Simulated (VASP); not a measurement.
Set up this calculation in VASP 6.6.1, as the native input.

* Task: single point
* Functional: PBE
* Potentials or basis: VASP PAW PBE potentials, release 64 (Bi_d, Te, As)
* Cutoff: 500 eV
* k mesh: 12 × 12 × 12
* Occupations: gaussian, width 0.1 eV
* Spin: no spin polarisation
* Dipole correction: no
* Further INCAR settings: ALGO = Normal; EDIFF = 1e-06; NBANDS = 24

The structure of BiTe2As lies in POSCAR:

```
BiTe2As
1.0
    2.1728343479      1.2544864956      7.3580117175
   -2.1728343479      1.2544864956      7.3580117175
    0.0000000000     -2.5089729913      7.3580117175
Bi Te As
1 2 1
Direct
    0.0000000000      0.0000000000      0.0000000000
    0.2423190102      0.2423190102      0.2423190102
    0.7576809898      0.7576809898      0.7576809898
    0.5000000000      0.5000000000      0.5000000000
```

These files were run (other wordings do the same):

INCAR

```
PREC = Accurate
ENCUT = 500
EDIFF = 1E-6
ISMEAR = 0
SIGMA = 0.1
LREAL = False
LASPH = True
NELM = 120
ALGO = Normal
ISIF = 2
LWAVE = False
LCHARG = False
GGA = PE
NBANDS = 24
GGA_COMPAT = False
```

KPOINTS

```
regular mesh
0
Gamma
  12 12 12
```

Potentials or basis: VASP PAW PBE potentials, release 64 (Bi_d, Te, As).

Run with:

```console
$ cat potpaw_PBE.64/Bi_d/POTCAR potpaw_PBE.64/Te/POTCAR potpaw_PBE.64/As/POTCAR > POTCAR
$ mpirun -np 1 vasp_std > vasp.out
```

It gave:

- Pressure: 0.0 GPa
- Largest force: 0.005 eV/Å
- Band gap on the k mesh: zero (band 16 reaches 8.09 eV, above the bottom of band 17 at 5.71 eV)

Caveat: spin-orbit coupling is left out, which moves the levels of the heavy elements.

Run time: 13 min on 1 thread of AMD EPYC 9R45 96-Core Processor (Zen 5), with other jobs on the host, peak memory 0.83 GiB.
